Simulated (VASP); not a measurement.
# Si3Ge (I-42d) in VASP: notebook

The runs below take Si3Ge through single point, with PBE.

All numbers are computed with VASP 6.6.1; they aren't measurements. Logs are shortened: lines on timing, memory, paths and dates and some standing lists are left out, and cuts for length are marked.

### 1 The cell of the first run

It takes space group I-42d (No. 122, tetragonal). The conventional cell has a = 5.477 Å, b = 5.477 Å, c = 10.952 Å, α = 90.00°, β = 90.00°, γ = 90.00°. Within 3.1 Å of Si (site symmetry -4) lie 4 Si at 2.35 Å. Within 3.1 Å of Si (site symmetry 2) lie 2 Si at 2.35 Å and 2 Ge at 2.40 Å. Within 3.2 Å of Ge (site symmetry -4) lie 4 Si at 2.40 Å.

### 2 Single point, PBE (20.54 Å³/atom)

File INCAR:

```
SYSTEM = Si3Ge
  PREC = Accurate
  ENCUT = 500
  EDIFF = 1E-6
  ISMEAR = 0
  SIGMA = 0.02
  LREAL = .False.
  LASPH = .True.
  NELM = 120
  ALGO = Normal
  ISIF = 2
  LWAVE = .False.
  LCHARG = .False.
  GGA = PE
  NBANDS = 36
  GGA_COMPAT = .False.
```

File KPOINTS:

```
Automatic mesh
0
Gamma
  10 10 10
  0 0 0
```

File POSCAR:

```
Si3Ge
1.0
   -2.7386105478      2.7386105478      5.4761667668
    2.7386105478     -2.7386105478      5.4761667668
    2.7386105478      2.7386105478     -5.4761667668
Si Ge
6 2
Direct
    0.5000000000      0.5000000000      0.0000000000
    0.6169376495      0.6250000000      0.4919376495
    0.1330623505      0.1250000000      0.5080623505
    0.2500000000      0.7500000000      0.5000000000
    0.8750000000      0.3830623505      0.0080623505
    0.3750000000      0.8669376495      0.9919376495
    0.0000000000      0.0000000000      0.0000000000
    0.7500000000      0.2500000000      0.5000000000
```

Potentials or basis: VASP PAW PBE potentials, release 64 (Si, Ge_d).

Launch:

```console
cat potpaw_PBE.64/Si/POTCAR potpaw_PBE.64/Ge_d/POTCAR > POTCAR
mpirun -np 1 vasp_std > vasp.out
```

OUTCAR:

```text
SYSTEM = Si3Ge
   PREC = Accurate
   ENCUT = 500
   EDIFF = 1E-6
   ISMEAR = 0
   LREAL = .False.
   LASPH = .True.
   NELM = 120
   ISIF = 2
   GGA = PE

 ion  position               nearest neighbor table
   1  0.500  0.500  0.000-   2 2.35   3 2.35   5 2.35   6 2.35
   2  0.617  0.625  0.492-   1 2.35   4 2.35   8 2.40   7 2.40
   3  0.133  0.125  0.508-   1 2.35   4 2.35   8 2.40   7 2.40
   4  0.250  0.750  0.500-   2 2.35   3 2.35   5 2.35   6 2.35
   5  0.875  0.383  0.008-   1 2.35   4 2.35   7 2.40   8 2.40
   6  0.375  0.867  0.992-   1 2.35   4 2.35   7 2.40   8 2.40
   7  0.000  0.000  0.000-   6 2.40   5 2.40   3 2.40   2 2.40
   8  0.750  0.250  0.500-   2 2.40   5 2.40   3 2.40   6 2.40

  LATTYP: Found a body centered tetragonal cell.
 ALAT       =     5.4772210956
 C/A-ratio  =     1.9996150132

  Lattice vectors:

 A1 = (  -2.7386105478,   2.7386105478,   5.4761667668)
 A2 = (   2.7386105478,  -2.7386105478,   5.4761667668)
 A3 = (   2.7386105478,   2.7386105478,  -5.4761667668)

Analysis of symmetry for initial positions (statically):
=====================================================================
 Subroutine PRICEL returns:
 Original cell was already a primitive cell.

 Routine SETGRP: Setting up the symmetry group for a
 body centered tetragonal supercell.

 Subroutine GETGRP returns: Found  8 space group operations
 (whereof  4 operations were pure point group operations)
 out of a pool of 16 trial point group operations.

The static configuration has the point symmetry S_4 .
 The point group associated with its full space group is D_2d.

Analysis of symmetry for dynamics (positions and initial velocities):
=====================================================================
 Subroutine PRICEL returns:
 Original cell was already a primitive cell.

 Routine SETGRP: Setting up the symmetry group for a
 body centered tetragonal supercell.

 Subroutine GETGRP returns: Found  8 space group operations
 (whereof  4 operations were pure point group operations)
 out of a pool of 16 trial point group operations.

The dynamic configuration has the point symmetry S_4 .
 The point group associated with its full space group is D_2d.

 Subroutine INISYM returns: Found  8 space group operations
 (whereof  4 operations are pure point group operations),
 and found     1 'primitive' translations

----------------------------------------------------------------------------------------

                                     Primitive cell

  volume of cell :     164.2847

  direct lattice vectors                    reciprocal lattice vectors
    -2.738610548  2.738610548  5.476166767     0.000000000  0.182574335  0.091304743
     2.738610548 -2.738610548  5.476166767     0.182574335  0.000000000  0.091304743
     2.738610548  2.738610548 -5.476166767     0.182574335  0.182574335  0.000000000

  length of vectors
     6.707337618  6.707337618  6.707337618     0.204132173  0.204132173  0.258199101

  position of ions in fractional coordinates (direct lattice)
     0.500000000  0.500000000  0.000000000
     0.616937650  0.625000000  0.491937650
     0.133062350  0.125000000  0.508062350
     0.250000000  0.750000000  0.500000000
     0.875000000  0.383062350  0.008062350
     0.375000000  0.866937650  0.991937650
     0.000000000  0.000000000  0.000000000
     0.750000000  0.250000000  0.500000000

  ion indices of the primitive-cell ions
   primitive index   ion index
                 1           1
                 2           2
                 3           3
                 4           4
                 5           5
                 6           6
                 7           7
                 8           8

----------------------------------------------------------------------------------------

 KPOINTS: Automatic mesh

Automatic generation of k-mesh.
 Grid dimensions read from file:
 generate k-points for:   10   10   10

 Generating k-lattice:

  Cartesian coordinates                     Fractional coordinates (reciprocal lattice)
     0.000000000  0.018257434  0.009130474     0.100000000  0.000000000  0.000000000
     0.018257434  0.000000000  0.009130474     0.000000000  0.100000000  0.000000000
     0.018257434  0.018257434  0.000000000     0.000000000  0.000000000  0.100000000

  Length of vectors
     0.020413217  0.020413217  0.025819910

  Shift w.r.t. Gamma in fractional coordinates (k-lattice)
     0.000000000  0.000000000  0.000000000

 Subroutine IBZKPT returns following result:
 ===========================================

 Found    102 irreducible k-points:

 Following reciprocal coordinates:
            Coordinates               Weight
  0.000000  0.000000  0.000000      1.000000
  0.100000  0.000000  0.000000      8.000000
  0.200000  0.000000  0.000000      8.000000
  0.300000  0.000000  0.000000      8.000000
  0.400000  0.000000  0.000000      8.000000
  0.500000  0.000000  0.000000      4.000000
[... 16 lines left out ...]
  0.300000  0.300000  0.000000      8.000000
  0.400000  0.300000  0.000000     16.000000
 [... further k-points ...]
   k-points           NKPTS =    102   k-points in BZ     NKDIM =    102   number of bands    NBANDS=     36
   number of dos      NEDOS =    301   number of ions     NIONS =      8
   total plane-waves  NPLWV = 125000
   dimension x,y,z NGX =    50 NGY =   50 NGZ =   50
   dimension x,y,z NGXF=   100 NGYF=  100 NGZF=  100
   ions per type =               6   2
   NGX,Y,Z   is equivalent  to a cutoff of  12.39, 12.39, 12.39 a.u.
   NGXF,Y,Z  is equivalent  to a cutoff of  24.79, 24.79, 24.79 a.u.
 SYSTEM =  Si3Ge
   PREC   = accura    normal or accurate (medium, high low for compatibility)
   ISTART =      0    job   : 0-new  1-cont  2-samecut
   ICHARG =      2    charge: 1-file 2-atom 10-const
   ISPIN  =      1    spin polarized calculation?
   LNONCOLLINEAR =      F non collinear calculations
   LSORBIT =      F    spin-orbit coupling
   LASPH  =      T    aspherical Exc in radial PAW
   ENCUT  =  500.0 eV  36.75 Ry    6.06 a.u.  12.23 12.23 12.23*2*pi/ulx,y,z
   NELM   =    120;   NELMIN=  2; NELMDL= -5     # of ELM steps
   EDIFF  = 0.1E-05   stopping-criterion for ELM
   LREAL  =      F    real-space projection
   EDIFFG = 0.1E-04   stopping-criterion for IOM
   NSW    =      0    number of steps for IOM
   IBRION =     -1    ionic relax: 0-MD 1-quasi-New 2-CG
   NFREE  =      0    steps in history (QN), initial steepest desc. (CG)
   ISIF   =      2    stress and relaxation
   ISYM   =      2    0-nonsym 1-usesym 2-fastsym
   POTIM  = 0.5000    time-step for ionic-motion
   TEBEG  =    0.0;   TEEND  =   0.0 temperature during run
   PSTRESS=    0.0 pullay stress
   NELECT =      52.0000    total number of electrons
   NUPDOWN=      -1.0000    fix difference up-down
   EMIN   =  10.00;   EMAX   =-10.00  energy-range for DOS
   EFERMI =   0.00;   METHOD = LEGACY
   ISMEAR =     0;   SIGMA  =   0.02  broadening in eV -4-tet -1-fermi 0-gaus
   EFERMI_NEDOS =   21; number of points for ismear=-14 and -15
   IALGO  =     38    algorithm
   IMIX   =      4    mixing-type and parameters
     AMIX     =   0.40;   BMIX     =  1.00
     AMIX_MAG =   1.60;   BMIX_MAG =  1.00
  volume/ion in A,a.u.               =      20.54       138.58
  Fermi-wavevector in a.u.,A,eV,Ry     =   1.115690  2.108348 16.936045  1.244764
  Thomas-Fermi vector in A             =   2.252297
   LORBIT       =      0    0 simple, 1 ext, 2 COOP (PROOUT), +10 PAW based schemes
   GGA     = PE    functional components
   LHFCALC =     F    Hartree Fock is set to
   AEXX    =    0.0000 exact exchange contribution
   IVDW    =     0    specifies the selected vdW correction
   LEPSILON=     F    determine dielectric tensor
   LRPA    =     F    only Hartree local field effects (RPA)
 non-spin polarized calculation
 Gauss-broadening in eV      SIGMA  =   0.02
  energy-cutoff  :      500.00
  volume of cell :      164.28
 maximum number of plane-waves:      4210
 NGX is ok and might be reduce to    50
   NGX = 25   NGY = 25   NGZ = 25

 number of electron      52.0000020 magnetization

 Free energy of the ion-electron system (eV)
  ---------------------------------------------------
  ext. energy  EPLUGINS =         0.00000000
  ---------------------------------------------------
  free energy    TOTEN  =       -41.44750076 eV

  energy without entropy =      -41.44750076  energy(sigma->0) =      -41.44750076

 E-fermi :   5.7813     XC(G=0):  -9.5830

 val. band max:        5.6555436452   @ k =   0.0000   0.0000   0.0000
 cond. band min:       6.1975788979   @ k =  -0.2000  -0.2000   0.2000
 fundamental gap:      0.5420352526
 Fermi energy:         5.7812763871

 k-point     1 :       0.0000    0.0000    0.0000
  band No.  band energies     occupation
      1     -18.5806      2.00000
      2     -18.5806      2.00000
      3     -18.5793      2.00000
      4     -18.5754      2.00000
      5     -18.5731      2.00000
      6     -18.5731      2.00000
[... 28 lines left out ...]
     35      10.1084      0.00000
     36      10.1095      0.00000

 k-point     2 :       0.1000    0.0000    0.0000
  band No.  band energies     occupation
      1     -18.5808      2.00000
      2     -18.5805      2.00000
      3     -18.5792      2.00000
      4     -18.5755      2.00000
      5     -18.5733      2.00000
      6     -18.5730      2.00000
[... 28 lines left out ...]
     35       9.7749      0.00000
     36      10.2270      0.00000
[... 817 lines left out ...]
     35      10.4154      0.00000
     36      10.4494      0.00000

 k-point    24 :       0.4000    0.3000    0.0000
  band No.  band energies     occupation
      1     -18.5804      2.00000
      2     -18.5795      2.00000
      3     -18.5782      2.00000
      4     -18.5763      2.00000
      5     -18.5748      2.00000
      6     -18.5738      2.00000
[... 28 lines left out ...]
     35       9.7629      0.00000
     36      10.2686      0.00000

 [... further k-points ...]

------------------------ aborting loop because EDIFF is reached ----------------------------------------

  FORCE on cell =-STRESS in cart. coord.  units (eV):
  Direction    XX          YY          ZZ          XY          YZ          ZX
  --------------------------------------------------------------------------------------
  -------------------------------------------------------------------------------------
  Total        2.6134634      2.6134634      2.6268645      0.0000000      0.0000000      0.0000000
  in kB       25.4876499     25.4876499     25.6183435      0.0000000      0.0000000      0.0000000
  external PRESSURE =      25.5312144 kB  Pullay stress =       0.0000000 kB

 VOLUME and BASIS-vectors are now :
 -----------------------------------------------------------------------------
  energy-cutoff  :      500.00
  volume of cell :      164.28
      direct lattice vectors                 reciprocal lattice vectors
    -2.738610548  2.738610548  5.476166767     0.000000000  0.182574335  0.091304743
     2.738610548 -2.738610548  5.476166767     0.182574335  0.000000000  0.091304743
     2.738610548  2.738610548 -5.476166767     0.182574335  0.182574335  0.000000000

 POSITION                                       TOTAL-FORCE (eV/Angst)
 -----------------------------------------------------------------------------------
      0.00000      0.00000      5.47617         0.000000      0.000000      0.000000
      1.36931      1.32515      4.10713         0.000000      0.003280      0.000000
      1.36931      1.41346     -1.36904         0.000000     -0.003280      0.000000
      2.73861      0.00000      2.73808        -0.000000     -0.000000      0.000000
     -1.32515      1.36931      6.84521        -0.003280      0.000000      0.000000
      4.06376      1.36931      1.36904         0.003280      0.000000      0.000000
      0.00000      0.00000      0.00000        -0.000000      0.000000      0.000000
      0.00000      2.73861      2.73808         0.000000     -0.000000     -0.000000
 -----------------------------------------------------------------------------------
    total drift:                                0.000003      0.000003      0.000005

  FREE ENERGIE OF THE ION-ELECTRON SYSTEM (eV)
  ---------------------------------------------------
  free  energy   TOTEN  =       -41.4475007630 eV

  energy  without entropy=      -41.4475007630  energy(sigma->0) =      -41.44750076
```

Run time: 26 min. Hardware: 1 thread of Intel Xeon 8259CL, shared host; peak memory 0.64 GiB.

Results:

```
Free energy            : -41.4475 eV
Pressure               : 2.6 GPa
Largest force          : 0.003 eV/Å
Band gap on the k mesh : 0.54 eV (least direct gap 0.61 eV)
```

Forces on the atoms (eV/Å):
```
Si   0.000  0.000  0.000
Si   0.000  0.003  0.000
Si   0.000 -0.003  0.000
Si   0.000  0.000  0.000
Si  -0.003  0.000  0.000
Si   0.003  0.000  0.000
Ge   0.000  0.000  0.000
Ge   0.000  0.000  0.000
```

### 3 Single point, PBE

This run uses another cell than the first one, of 21.17 Å³/atom.

File INCAR:

```
  ALGO = Normal
  EDIFF = 1E-7
  ENCUT = 520
  GGA = PE
  ISIF = 2
  ISMEAR = 0
  LASPH = T
  LCHARG = T
  LELF = T
  LREAL = F
  LVHAR = T
  LWAVE = F
  NBANDS = 36
  NELM = 100
  PREC = Accurate
  SIGMA = 0.02
```

File KPOINTS:

```
k-points
0
Gamma
  10 10 10
```

File POSCAR:

```
Si3Ge
1.0
   -2.7661776286      2.7661776286      5.5335693198
    2.7661776286     -2.7661776286      5.5335693198
    2.7661776286      2.7661776286     -5.5335693198
Si Ge
6 2
Direct
    0.5000000000      0.5000000000      0.0000000000
    0.6168206028      0.6250000000      0.4918206028
    0.1331793972      0.1250000000      0.5081793972
    0.2500000000      0.7500000000      0.5000000000
    0.8750000000      0.3831793972      0.0081793972
    0.3750000000      0.8668206028      0.9918206028
    0.0000000000      0.0000000000      0.0000000000
    0.7500000000      0.2500000000      0.5000000000
```

Potentials or basis: VASP PAW PBE potentials, release 64 (Si, Ge_d).

Launch:

```console
cat potpaw_PBE.64/Si/POTCAR potpaw_PBE.64/Ge_d/POTCAR > POTCAR
mpirun -np 1 vasp_std > vasp.out
```

Run time: 8.4 min. Hardware: 1 thread of Intel Xeon Platinum 8488C (Sapphire Rapids), shared host; peak memory 0.67 GiB.

The run converged. Its results:

| Item | Value |
| --- | --- |
| Free energy | -41.4868 eV |
| Pressure | -0.1 GPa |
| Band gap on the k mesh | 0.60 eV (least direct gap 0.67 eV) |

Levels at points of the mesh, in eV from the valence-band top:
| k point | band 24 | band 25 | band 26 | band 27 | band 28 | band 29 |
| --- | --- | --- | --- | --- | --- | --- |
| (0.00, 0.00, 0.00) | 0.00 | 0.00 | 0.00 | 0.67 | 0.86 | 2.23 |
| (0.50, 0.00, 0.00) | -2.50 | -1.52 | -1.35 | 2.34 | 2.45 | 2.72 |
| (0.50, 0.50, 0.00) | -1.22 | -1.18 | -1.18 | 1.09 | 1.09 | 2.39 |
| (0.50, 0.50, 0.50) | -1.88 | -1.86 | -1.86 | 0.64 | 0.64 | 0.86 |
